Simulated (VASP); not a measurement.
# BN (Amm2) in VASP: notebook

The runs below take BN through single point, with PBE+D3(BJ).

Everything below comes from runs of VASP 6.6.1. Logs are shortened: lines on timing, memory, paths and dates and some standing lists are left out, and cuts for length are marked.

**1. The cell of the first run**

It takes space group Amm2 (No. 38, orthorhombic). Conventional cell: a = 6.617 Å, b = 2.506 Å, c = 4.341 Å, α = 90.00°, β = 90.00°, γ = 90.00°. B (site symmetry mm2) has 3 N at 1.45 Å within 1.9 Å. Within 1.7 Å of B (site symmetry mm2) lie 2 N at 1.26 Å. N (site symmetry mm2) has 2 B at 1.26 Å within 1.7 Å. Within 1.9 Å of N (site symmetry mm2) lie 3 B at 1.45 Å.

**2. Single point, PBE+D3(BJ) (atom 3 (N) moved by (-0.600, +0.000) A along y and z)**

File INCAR:

```
PREC     = Accurate       # precision mode
ENCUT    = 520            # plane-wave cutoff, eV
EDIFF    = 1E-7           # SCF threshold, eV
ISMEAR   = 0              # smearing method
SIGMA    = 0.05           # smearing width, eV
LREAL    = F              # projectors in reciprocal space
LASPH    = T              # aspherical terms in the spheres
NELM     = 100            # most SCF steps
ALGO     = Normal         # electronic algorithm
ISIF     = 2              # what is computed and relaxed
LWAVE    = F              # write WAVECAR
LCHARG   = F              # write CHGCAR
GGA      = PE             # functional
IVDW     = 12             # dispersion correction
NBANDS   = 16             # bands
```

File KPOINTS:

```
Automatic mesh
0
Gamma
  12 12 4
```

File POSCAR:

```
BN
1.0
    2.5064381059      0.0000000000      0.0000000000
   -1.2532190530      2.1706390727      0.0000000000
    0.0000000000      0.0000000000      6.6168468515
B N
2 2
Direct
    0.3333333333      0.6666666667      0.2500000000
    0.6666666667      0.3333333333      0.7500000000
    0.1951251882      0.3902503764      0.7500000000
    0.6666666667      0.3333333333      0.2500000000
```

Potentials or basis: VASP PAW PBE potentials, release 64 (B, N).

The run is started by

```bash
> cat potpaw_PBE.64/B/POTCAR potpaw_PBE.64/N/POTCAR > POTCAR
> mpirun -np 1 vasp_std > vasp.out
```

OUTCAR:

```text
PREC = Accurate
   ENCUT = 520
   EDIFF = 1E-7
   ISMEAR = 0
   LREAL = F
   LASPH = T
   NELM = 100
   ISIF = 2
   GGA = PE
   IVDW = 12
 IVDW          = 12

 ion  position               nearest neighbor table
   1  0.333  0.667  0.250-   4 1.45   4 1.45   4 1.45
   2  0.667  0.333  0.750-   3 1.26   3 1.26
   3  0.195  0.390  0.750-   2 1.26   2 1.26
   4  0.667  0.333  0.250-   1 1.45   1 1.45   1 1.45

  LATTYP: Found a hexagonal cell.
 ALAT       =     2.5064381059
 C/A-ratio  =     2.6399402546

  Lattice vectors:

 A1 = (   2.5064381059,   0.0000000000,   0.0000000000)
 A2 = (  -1.2532190530,   2.1706390727,   0.0000000000)
 A3 = (   0.0000000000,   0.0000000000,   6.6168468515)

Analysis of symmetry for initial positions (statically):
=====================================================================
 Subroutine PRICEL returns:
 Original cell was already a primitive cell.

 Routine SETGRP: Setting up the symmetry group for a
 hexagonal supercell.

 Subroutine GETGRP returns: Found  4 space group operations
 (whereof  2 operations were pure point group operations)
 out of a pool of 24 trial point group operations.

The static configuration has the point symmetry C_1h.
 The point group associated with its full space group is C_2v.

Analysis of symmetry for dynamics (positions and initial velocities):
=====================================================================
 Subroutine PRICEL returns:
 Original cell was already a primitive cell.

 Routine SETGRP: Setting up the symmetry group for a
 hexagonal supercell.

 Subroutine GETGRP returns: Found  4 space group operations
 (whereof  2 operations were pure point group operations)
 out of a pool of 24 trial point group operations.

The dynamic configuration has the point symmetry C_1h.
 The point group associated with its full space group is C_2v.

 Subroutine INISYM returns: Found  4 space group operations
 (whereof  2 operations are pure point group operations),
 and found     1 'primitive' translations

----------------------------------------------------------------------------------------

                                     Primitive cell

  volume of cell :      35.9994

  direct lattice vectors                    reciprocal lattice vectors
     2.506438106  0.000000000  0.000000000     0.398972549  0.230346909  0.000000000
    -1.253219053  2.170639073  0.000000000     0.000000000  0.460693817  0.000000000
     0.000000000  0.000000000  6.616846852     0.000000000  0.000000000  0.151129386

  length of vectors
     2.506438106  2.506438106  6.616846852     0.460693817  0.460693817  0.151129386

  position of ions in fractional coordinates (direct lattice)
     0.333333333  0.666666667  0.250000000
     0.666666667  0.333333333  0.750000000
     0.195125188  0.390250376  0.750000000
     0.666666667  0.333333333  0.250000000

  ion indices of the primitive-cell ions
   primitive index   ion index
                 1           1
                 2           2
                 3           3
                 4           4

----------------------------------------------------------------------------------------

 KPOINTS: Automatic mesh

Automatic generation of k-mesh.
 Grid dimensions read from file:
 generate k-points for:   12   12    4

 Generating k-lattice:

  Cartesian coordinates                     Fractional coordinates (reciprocal lattice)
     0.033247712  0.019195576  0.000000000     0.083333333  0.000000000  0.000000000
     0.000000000  0.038391151  0.000000000     0.000000000  0.083333333  0.000000000
     0.000000000  0.000000000  0.037782346     0.000000000  0.000000000  0.250000000

  Length of vectors
     0.038391151  0.038391151  0.037782346

  Shift w.r.t. Gamma in fractional coordinates (k-lattice)
     0.000000000  0.000000000  0.000000000

 Subroutine IBZKPT returns following result:
 ===========================================

 Found    129 irreducible k-points:

 Following reciprocal coordinates:
            Coordinates               Weight
  0.000000  0.000000  0.000000      1.000000
  0.083333 -0.000000  0.000000      4.000000
  0.000000  0.083333  0.000000      2.000000
  0.166667  0.000000  0.000000      4.000000
  0.000000  0.166667  0.000000      2.000000
  0.250000  0.000000  0.000000      4.000000
[... 16 lines left out ...]
 -0.083333  0.416667  0.000000      4.000000
 -0.416667  0.333333  0.000000      4.000000
 [... further k-points ...]
   k-points           NKPTS =    129   k-points in BZ     NKDIM =    129   number of bands    NBANDS=     16
   number of dos      NEDOS =    301   number of ions     NIONS =      4
   total plane-waves  NPLWV =  20000
   dimension x,y,z NGX =    20 NGY =   20 NGZ =   50
   dimension x,y,z NGXF=    40 NGYF=   40 NGZF=  100
   ions per type =               2   2
   NGX,Y,Z   is equivalent  to a cutoff of  13.27, 13.27, 12.56 a.u.
   NGXF,Y,Z  is equivalent  to a cutoff of  26.53, 26.53, 25.12 a.u.
 SYSTEM =  unknown system
   PREC   = accura    normal or accurate (medium, high low for compatibility)
   ISTART =      0    job   : 0-new  1-cont  2-samecut
   ICHARG =      2    charge: 1-file 2-atom 10-const
   ISPIN  =      1    spin polarized calculation?
   LNONCOLLINEAR =      F non collinear calculations
   LSORBIT =      F    spin-orbit coupling
   LASPH  =      T    aspherical Exc in radial PAW
   ENCUT  =  520.0 eV  38.22 Ry    6.18 a.u.   4.66  4.66 12.30*2*pi/ulx,y,z
   NELM   =    100;   NELMIN=  2; NELMDL= -5     # of ELM steps
   EDIFF  = 0.1E-06   stopping-criterion for ELM
   LREAL  =      F    real-space projection
   EDIFFG = 0.1E-05   stopping-criterion for IOM
   NSW    =      0    number of steps for IOM
   IBRION =     -1    ionic relax: 0-MD 1-quasi-New 2-CG
   NFREE  =      0    steps in history (QN), initial steepest desc. (CG)
   ISIF   =      2    stress and relaxation
   ISYM   =      2    0-nonsym 1-usesym 2-fastsym
   POTIM  = 0.5000    time-step for ionic-motion
   TEBEG  =    0.0;   TEEND  =   0.0 temperature during run
   PSTRESS=    0.0 pullay stress
   NELECT =      16.0000    total number of electrons
   NUPDOWN=      -1.0000    fix difference up-down
   EMIN   =  10.00;   EMAX   =-10.00  energy-range for DOS
   EFERMI =   0.00;   METHOD = LEGACY
   ISMEAR =     0;   SIGMA  =   0.05  broadening in eV -4-tet -1-fermi 0-gaus
   EFERMI_NEDOS =   21; number of points for ismear=-14 and -15
   IALGO  =     38    algorithm
   IMIX   =      4    mixing-type and parameters
     AMIX     =   0.40;   BMIX     =  1.00
     AMIX_MAG =   1.60;   BMIX_MAG =  1.00
  volume/ion in A,a.u.               =       9.00        60.73
  Fermi-wavevector in a.u.,A,eV,Ry     =   1.249347  2.360923 21.236883  1.560867
  Thomas-Fermi vector in A             =   2.383391
   LORBIT       =      0    0 simple, 1 ext, 2 COOP (PROOUT), +10 PAW based schemes
   GGA     = PE    functional components
   LHFCALC =     F    Hartree Fock is set to
   AEXX    =    0.0000 exact exchange contribution
   IVDW    =    12    specifies the selected vdW correction
   LEPSILON=     F    determine dielectric tensor
   LRPA    =     F    only Hartree local field effects (RPA)
 non-spin polarized calculation
 Gauss-broadening in eV      SIGMA  =   0.05
  energy-cutoff  :      520.00
  volume of cell :       36.00
 maximum number of plane-waves:       992
   NGX =  9   NGY =  9   NGZ = 25

 number of electron      15.9999998 magnetization

 Free energy of the ion-electron system (eV)
  ---------------------------------------------------
  ext. energy  EPLUGINS =         0.00000000
  ---------------------------------------------------
  free energy    TOTEN  =       -32.40568684 eV

  energy without entropy =      -32.40568684  energy(sigma->0) =      -32.40568684

 E-fermi :   4.3607     XC(G=0): -10.0501

 val. band max:        4.0309996144   @ k =  -0.1667   0.0833   0.5000
 cond. band min:       5.7829787533   @ k =   0.5000   0.0000   0.5000
 fundamental gap:      1.7519791390
 Fermi energy:         4.3607190079

 k-point     1 :       0.0000    0.0000    0.0000
  band No.  band energies     occupation
      1     -15.5528      2.00000
      2     -15.1791      2.00000
      3      -4.2702      2.00000
      4      -4.0954      2.00000
      5      -1.9944      2.00000
      6       0.8392      2.00000
[... 8 lines left out ...]
     15      15.7796      0.00000
     16      16.8148      0.00000

 k-point     2 :       0.0833   -0.0000    0.0000
  band No.  band energies     occupation
      1     -15.4231      2.00000
      2     -15.0702      2.00000
      3      -4.3876      2.00000
      4      -3.9056      2.00000
      5      -1.8231      2.00000
      6       0.2817      2.00000
[... 8 lines left out ...]
     15      15.1758      0.00000
     16      17.1441      0.00000

 k-point     3 :       0.0000    0.0833    0.0000
  band No.  band energies     occupation
      1     -15.4154      2.00000
      2     -15.0376      2.00000
      3      -4.3526      2.00000
      4      -3.9250      2.00000
      5      -1.8464      2.00000
      6       0.2796      2.00000
[... 8 lines left out ...]
     15      15.4706      0.00000
     16      17.1875      0.00000

 k-point     4 :       0.1667    0.0000    0.0000
  band No.  band energies     occupation
      1     -15.0464      2.00000
      2     -14.7493      2.00000
      3      -4.7384      2.00000
      4      -3.3413      2.00000
      5      -1.3182      2.00000
      6      -1.1282      2.00000
[... 8 lines left out ...]
     15      15.9474      0.00000
     16      17.8397      0.00000
[... 324 lines left out ...]
 k-point    22 :       0.3333    0.0833    0.0000
  band No.  band energies     occupation
      1     -13.3970      2.00000
      2     -13.0327      2.00000
      3      -6.3741      2.00000
      4      -5.4247      2.00000
      5      -2.0157      2.00000
      6      -0.4867      2.00000
[... 8 lines left out ...]
     15      16.9188      0.00000
     16      20.4894      0.00000

 k-point    23 :      -0.0833    0.4167    0.0000
  band No.  band energies     occupation
      1     -13.0771      2.00000
      2     -12.6255      2.00000
      3      -5.4601      2.00000
      4      -5.4051      2.00000
      5      -3.9694      2.00000
      6      -2.0140      2.00000
[... 8 lines left out ...]
     15      18.0751      0.00000
     16      19.0866      0.00000

 k-point    24 :      -0.4167    0.3333    0.0000
  band No.  band energies     occupation
      1     -13.5937      2.00000
      2     -13.0411      2.00000
      3      -6.1672      2.00000
      4      -5.4238      2.00000
      5      -2.0163      2.00000
      6      -0.3224      2.00000
[... 8 lines left out ...]
     15      17.3826      0.00000
     16      20.7631      0.00000

 [... further k-points ...]

------------------------ aborting loop because EDIFF is reached ----------------------------------------

 Edisp (eV)   -0.58083

 E8    (eV) :    -0.1701

  FORCE on cell =-STRESS in cart. coord.  units (eV):
  Direction    XX          YY          ZZ          XY          YZ          ZX
  --------------------------------------------------------------------------------------
  -------------------------------------------------------------------------------------
  Total      12.46429     6.44514    -0.08939    -0.00000     0.00000     0.00000
  in kB     554.73099   286.84519    -3.97848    -0.00000     0.00000     0.00000
  external pressure =      279.20 kB  Pullay stress =        0.00 kB

 VOLUME and BASIS-vectors are now :
 -----------------------------------------------------------------------------
  energy-cutoff  :      520.00
  volume of cell :       36.00
      direct lattice vectors                 reciprocal lattice vectors
     2.506438106  0.000000000  0.000000000     0.398972549  0.230346909  0.000000000
    -1.253219053  2.170639073  0.000000000     0.000000000  0.460693817  0.000000000
     0.000000000  0.000000000  6.616846852     0.000000000  0.000000000  0.151129386

 POSITION                                       TOTAL-FORCE (eV/Angst)
 -----------------------------------------------------------------------------------
     -0.00000      1.44709      1.65421         0.000000     -0.013150      0.000000
      1.25322      0.72355      4.96264         0.000000     -2.521560      0.000000
     -0.00000      0.84709      4.96264        -0.000000      2.523949      0.000000
      1.25322      0.72355      1.65421        -0.000000      0.010761      0.000000
 -----------------------------------------------------------------------------------
    total drift:                               -0.000000     -0.000113     -0.000000

  FREE ENERGIE OF THE ION-ELECTRON SYSTEM (eV)
  ---------------------------------------------------
  free  energy   TOTEN  =       -32.9865213649 eV

  energy  without entropy=      -32.9865213649  energy(sigma->0) =      -32.98652136
```

It took 67 s on 1 thread of Intel Xeon Platinum 8259CL at 2.50GHz (Skylake/Cascade Lake), shared host; peak memory 0.2 GiB.

Results:

```
Free energy                : -32.9865 eV
Pressure                   : 27.9 GPa
Largest force              : 2.524 eV/Å
Band gap on the k mesh     : 1.75 eV, indirect (least direct gap 3.54 eV)
Dispersion energy per atom : -0.145 eV
```

Forces in eV/Å, atoms in the order of the input:
```
B    0.000 -0.013  0.000
B    0.000 -2.522  0.000
N    0.000  2.524  0.000
N    0.000  0.011  0.000
```

Caveat: the cell differs from its parent crystal (atom 3 (N) moved by (-0.600, +0.000) A along y and z); forces of over 1 eV/Å act on the atoms, so gaps and moduli don't describe the material at rest.

**3. Single point, PBE+D3(BJ) (atom 3 (N) moved by (+0.600, +0.000) A along y and z)**

File INCAR:

```
SYSTEM = BN
ALGO = Normal ; EDIFF = 1E-7
ENCUT = 520 ; GGA = PE
ISIF = 2 ; ISMEAR = 0
IVDW = 12 ; LASPH = .TRUE.
LCHARG = .FALSE. ; LREAL = .FALSE.
LWAVE = .FALSE. ; NBANDS = 16
NELM = 80 ; PREC = Accurate
SIGMA = 0.05
```

File KPOINTS:

```
k-points
0
G
  12 12 4
  0 0 0
```

Changes to POSCAR since step 2:

```diff
@@ -10,3 +10,3 @@
     0.6666666667      0.3333333333      0.7500000000
-    0.1951251882      0.3902503764      0.7500000000
+    0.4715414785      0.9430829569      0.7500000000
     0.6666666667      0.3333333333      0.2500000000
```

Potentials or basis: VASP PAW PBE potentials, release 64 (B, N).

The run is started by

```bash
> cat potpaw_PBE.64/B/POTCAR potpaw_PBE.64/N/POTCAR > POTCAR
> mpirun -np 1 vasp_std > vasp.out
```

Run time: 81 s. Hardware: 1 thread of Intel Xeon Platinum 8259CL at 2.50GHz (Skylake/Cascade Lake), shared host; peak memory 0.2 GiB.

Results (log left out):

* Free energy: -15.1616 eV
* Pressure: 148.2 GPa
* Largest force: 124.676 eV/Å
* Band gap on the k mesh: 4.53 eV, indirect (the least direct gap lies 4.6 meV higher)
* Dispersion energy per atom: -0.143 eV

Forces on the atoms (eV/Å):
```
B      0.000   -0.011    0.000
B      0.000  124.631    0.000
N      0.000 -124.676    0.000
N      0.000    0.055    0.000
```

Stress tensor (GPa, compression positive):
```
 -2.37   0.00   0.00
  0.00 447.18   0.00
  0.00   0.00  -0.12
```

Levels at points of the mesh, in eV from the valence-band top:
```tsv
k point	band 6	band 7	band 8	band 9	band 10	band 11
(0.00, 0.00, 0.00)	-1.37	-1.36	-0.11	5.67	10.17	10.32
(0.50, 0.00, 0.00)	-3.50	-2.00	-0.82	4.53	5.47	9.51
(0.00, 0.50, 0.00)	-3.23	-2.79	-0.95	4.56	7.13	9.32
(0.00, 0.00, 0.50)	-1.37	-1.36	-0.11	7.33	7.72	11.24
(0.50, 0.00, 0.50)	-3.40	-2.03	-0.93	4.74	5.55	8.62
(0.00, 0.50, 0.50)	-3.23	-2.73	-0.94	4.73	6.24	9.82
```

Caveat: the cell differs from its parent crystal (atom 3 (N) moved by (+0.600, +0.000) A along y and z); forces of over 1 eV/Å act on the atoms, so gaps and moduli don't describe the material at rest.
